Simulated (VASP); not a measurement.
# Mo3As (P-6m2) in VASP: notebook

The runs below take Mo3As through single point, with PBE.

Everything below comes from runs of VASP 6.6.1. Logs are shortened: lines on timing, memory, paths and dates and some standing lists are left out, and cuts for length are marked.

**1. The cell of the first run**

Symmetry: P-6m2, No. 187, hexagonal system. The conventional cell has a = 3.043 Å, b = 3.043 Å, c = 8.821 Å, α = 90.00°, β = 90.00°, γ = 120.00°. Within 3.2 Å of Mo (site symmetry 3m) lie 1 As at 2.44 Å and 9 Mo at 2.64 to 3.04 Å. Mo (site symmetry -6m2) has 12 Mo at 2.64 to 3.04 Å within 3.5 Å. As (site symmetry -6m2) has 2 Mo at 2.44 Å and 6 As at 3.04 Å within 3.2 Å.

**2. Single point, PBE**

INCAR reads:

```
ALGO = Fast
EDIFF = 1E-6
ENCUT = 520
GGA = PE
ISIF = 2
ISMEAR = 0
LASPH = T
LCHARG = F
LREAL = F
LWAVE = F
NBANDS = 32
NELM = 80
PREC = Accurate
SIGMA = 0.1
```

KPOINTS reads:

```
k-points
0
Gamma
  6 6 4
```

POSCAR reads:

```
Mo3As
1.0
    3.0425117214     -0.0000000022      0.0000000000
   -1.5212558588      2.6348924432      0.0000000000
    0.0000000000      0.0000000000      8.8209791501
Mo As
3 1
Direct
    0.6666666667      0.3333333333      0.7764148264
    0.6666666667      0.3333333333      0.2235851736
    0.3333333333      0.6666666667      0.0000000000
    0.6666666667      0.3333333333      0.5000000000
```

Potentials or basis: VASP PAW PBE potentials, release 64 (Mo_sv, As).

Command:

```sh
cat potpaw_PBE.64/Mo_sv/POTCAR potpaw_PBE.64/As/POTCAR > POTCAR
mpirun -np 1 vasp_std > vasp.out
```

OUTCAR:

```text
EDIFF = 1E-6
   ENCUT = 520
   GGA = PE
   ISIF = 2
   ISMEAR = 0
   LASPH = T
   LREAL = F
   NELM = 80
   PREC = Accurate

 ion  position               nearest neighbor table
   1  0.667  0.333  0.776-   4 2.44   3 2.64   3 2.64   3 2.64
   2  0.667  0.333  0.224-   4 2.44   3 2.64   3 2.64   3 2.64
   3  0.333  0.667  0.000-   1 2.64   2 2.64   1 2.64   2 2.64   1 2.64   2 2.64
   4  0.667  0.333  0.500-   1 2.44   2 2.44

  LATTYP: Found a hexagonal cell.
 ALAT       =     3.0425117214
 C/A-ratio  =     2.8992424542

  Lattice vectors:

 A1 = (   3.0425117214,  -0.0000000022,   0.0000000000)
 A2 = (  -1.5212558588,   2.6348924432,   0.0000000000)
 A3 = (   0.0000000000,   0.0000000000,   8.8209791501)

Analysis of symmetry for initial positions (statically):
=====================================================================
 Subroutine PRICEL returns:
 Original cell was already a primitive cell.

 Routine SETGRP: Setting up the symmetry group for a
 hexagonal supercell.

 Subroutine GETGRP returns: Found 12 space group operations
 (whereof 12 operations were pure point group operations)
 out of a pool of 24 trial point group operations.

The static configuration has the point symmetry D_3h.

Analysis of symmetry for dynamics (positions and initial velocities):
=====================================================================
 Subroutine PRICEL returns:
 Original cell was already a primitive cell.

 Routine SETGRP: Setting up the symmetry group for a
 hexagonal supercell.

 Subroutine GETGRP returns: Found 12 space group operations
 (whereof 12 operations were pure point group operations)
 out of a pool of 24 trial point group operations.

The dynamic configuration has the point symmetry D_3h.

 Subroutine INISYM returns: Found 12 space group operations
 (whereof 12 operations are pure point group operations),
 and found     1 'primitive' translations

----------------------------------------------------------------------------------------

                                     Primitive cell

  volume of cell :      70.7151

  direct lattice vectors                    reciprocal lattice vectors
     3.042511721 -0.000000002  0.000000000     0.328675809  0.189761066  0.000000000
    -1.521255859  2.634892443  0.000000000     0.000000000  0.379522133  0.000000000
     0.000000000  0.000000000  8.820979150     0.000000000  0.000000000  0.113366099

[... 82 lines left out ...]
   NELM   =     80;   NELMIN=  2; NELMDL= -5     # of ELM steps
   EDIFF  = 0.1E-05   stopping-criterion for ELM
   LREAL  =      F    real-space projection
   EDIFFG = 0.1E-04   stopping-criterion for IOM
   NSW    =      0    number of steps for IOM
   IBRION =     -1    ionic relax: 0-MD 1-quasi-New 2-CG
   NFREE  =      0    steps in history (QN), initial steepest desc. (CG)
   ISIF   =      2    stress and relaxation
   ISYM   =      2    0-nonsym 1-usesym 2-fastsym
   POTIM  = 0.5000    time-step for ionic-motion
   TEBEG  =    0.0;   TEEND  =   0.0 temperature during run
   PSTRESS=    0.0 pullay stress
   NELECT =      47.0000    total number of electrons
   NUPDOWN=      -1.0000    fix difference up-down
   EMIN   =  10.00;   EMAX   =-10.00  energy-range for DOS
   EFERMI =   0.00;   METHOD = LEGACY
   ISMEAR =     0;   SIGMA  =   0.10  broadening in eV -4-tet -1-fermi 0-gaus
   EFERMI_NEDOS =   21; number of points for ismear=-14 and -15
   IALGO  =     68    algorithm
   IMIX   =      4    mixing-type and parameters
     AMIX     =   0.40;   BMIX     =  1.00
     AMIX_MAG =   1.60;   BMIX_MAG =  1.00
  volume/ion in A,a.u.               =      17.68       119.30
  Fermi-wavevector in a.u.,A,eV,Ry     =   1.428686  2.699825 27.771447  2.041144
  Thomas-Fermi vector in A             =   2.548721
   LORBIT       =      0    0 simple, 1 ext, 2 COOP (PROOUT), +10 PAW based schemes
   GGA     = PE    functional components
   LHFCALC =     F    Hartree Fock is set to
   AEXX    =    0.0000 exact exchange contribution
   IVDW    =     0    specifies the selected vdW correction
   LEPSILON=     F    determine dielectric tensor
   LRPA    =     F    only Hartree local field effects (RPA)
 non-spin polarized calculation
 RMM-DIIS sequential band-by-band and
 Gauss-broadening in eV      SIGMA  =   0.10
  energy-cutoff  :      520.00
  volume of cell :       70.72
 maximum number of plane-waves:      1924
 NGX is ok and might be reduce to    24
   NGX = 11   NGY = 11   NGZ = 33

 number of electron      46.9999996 magnetization

 Free energy of the ion-electron system (eV)
  ---------------------------------------------------
  ext. energy  EPLUGINS =         0.00000000
  ---------------------------------------------------
  free energy    TOTEN  =       -35.14269753 eV

  energy without entropy =      -35.12453666  energy(sigma->0) =      -35.13361709

 E-fermi :   9.6384     XC(G=0): -12.1775

 val. band max:        9.5862541610   @ k =   0.3333   0.0000   0.0000
 cond. band min:       9.6914591687   @ k =   0.5000   0.0000   0.5000
 fundamental gap:      0.1052050076
 Fermi energy:         9.6383719589

 k-point     1 :       0.0000    0.0000    0.0000
  band No.  band energies     occupation
      1     -51.2587      2.00000
      2     -51.1573      2.00000
      3     -50.8679      2.00000
      4     -25.8584      2.00000
      5     -25.2710      2.00000
      6     -25.1137      2.00000
[... 724 lines left out ...]
     31      14.0329      0.00000
     32      15.6575      0.00000

------------------------ aborting loop because EDIFF is reached ----------------------------------------

  FORCE on cell =-STRESS in cart. coord.  units (eV):
  Direction    XX          YY          ZZ          XY          YZ          ZX
  --------------------------------------------------------------------------------------
  -------------------------------------------------------------------------------------
  Total        0.1018125      0.1018125      0.2755230     -0.0000000     -0.0000000      0.0000000
  in kB        2.3067447      2.3067447      6.2424707     -0.0000000     -0.0000000      0.0000000
  external PRESSURE =       3.6186534 kB  Pullay stress =       0.0000000 kB

 VOLUME and BASIS-vectors are now :
 -----------------------------------------------------------------------------
  energy-cutoff  :      520.00
  volume of cell :       70.72
      direct lattice vectors                 reciprocal lattice vectors
     3.042511721 -0.000000002  0.000000000     0.328675809  0.189761066  0.000000000
    -1.521255859  2.634892443  0.000000000     0.000000000  0.379522133  0.000000000
     0.000000000  0.000000000  8.820979150     0.000000000  0.000000000  0.113366099

 POSITION                                       TOTAL-FORCE (eV/Angst)
 -----------------------------------------------------------------------------------
      1.52126      0.87830      6.84874         0.000000     -0.000000     -0.014274
      1.52126      0.87830      1.97224         0.000000     -0.000000      0.014274
      0.00000      1.75659      0.00000        -0.000000      0.000000      0.000000
      1.52126      0.87830      4.41049         0.000000      0.000000      0.000000
 -----------------------------------------------------------------------------------
    total drift:                               -0.000000      0.000000      0.000000

  FREE ENERGIE OF THE ION-ELECTRON SYSTEM (eV)
  ---------------------------------------------------
  free  energy   TOTEN  =       -35.1426975269 eV

  energy  without entropy=      -35.1245366597  energy(sigma->0) =      -35.13361709
```

OSZICAR:

```text
N       E                     dE             d eps       ncg     rms          rms(c)
DAV:   1     0.515284138360E+03    0.51528E+03   -0.28269E+04  1368   0.146E+03
DAV:   2    -0.219235893392E+02   -0.53721E+03   -0.51848E+03  1544   0.457E+02
DAV:   3    -0.369668840425E+02   -0.15043E+02   -0.14281E+02  1696   0.738E+01
DAV:   4    -0.371688661554E+02   -0.20198E+00   -0.20136E+00  1448   0.774E+00
DAV:   5    -0.371712641196E+02   -0.23980E-02   -0.23974E-02  1632   0.819E-01    0.222E+01
RMM:   6    -0.363143841847E+02    0.85688E+00   -0.55615E+00  1402   0.118E+01    0.106E+01
RMM:   7    -0.364751209721E+02   -0.16074E+00   -0.43130E+00  1458   0.949E+00    0.809E+00
RMM:   8    -0.351415371777E+02    0.13336E+01   -0.10206E+00  1364   0.544E+00    0.159E+00
RMM:   9    -0.351444871587E+02   -0.29500E-02   -0.19771E-01  1536   0.170E+00    0.119E+00
RMM:  10    -0.351434949295E+02    0.99223E-03   -0.32396E-02  1578   0.102E+00    0.345E-01
RMM:  11    -0.351427174787E+02    0.77745E-03   -0.96653E-03  1633   0.435E-01    0.142E-01
RMM:  12    -0.351427416836E+02   -0.24205E-04   -0.21664E-03  1673   0.206E-01    0.101E-01
RMM:  13    -0.351426960667E+02    0.45617E-04   -0.26390E-04  1580   0.920E-02    0.343E-02
RMM:  14    -0.351427009422E+02   -0.48756E-05   -0.57745E-05  1718   0.380E-02    0.205E-02
RMM:  15    -0.351426971603E+02    0.37819E-05   -0.11175E-05  1396   0.186E-02    0.172E-03
RMM:  16    -0.351426975269E+02   -0.36659E-06   -0.18995E-06  1098   0.732E-03
   1 F= -.35142698E+02 E0= -.35133617E+02  d E =-.181609E-01
```

It took 22 s on 1 thread of Intel Xeon 6975P-C (Granite Rapids), shared host; peak memory 0.2 GiB.

Results:

| Property | Result |
| --- | --- |
| Free energy | -35.1427 eV |
| Pressure | 0.4 GPa |
| Largest force | 0.014 eV/Å |

Forces in eV/Å, atoms in the order of the input:
```
Mo   0.000  0.000 -0.014
Mo   0.000  0.000  0.014
Mo   0.000  0.000  0.000
As   0.000  0.000  0.000
```

Caveat: the k points lie up to 0.40 Å⁻¹ apart.

(Part 1 of 2 ends here.)
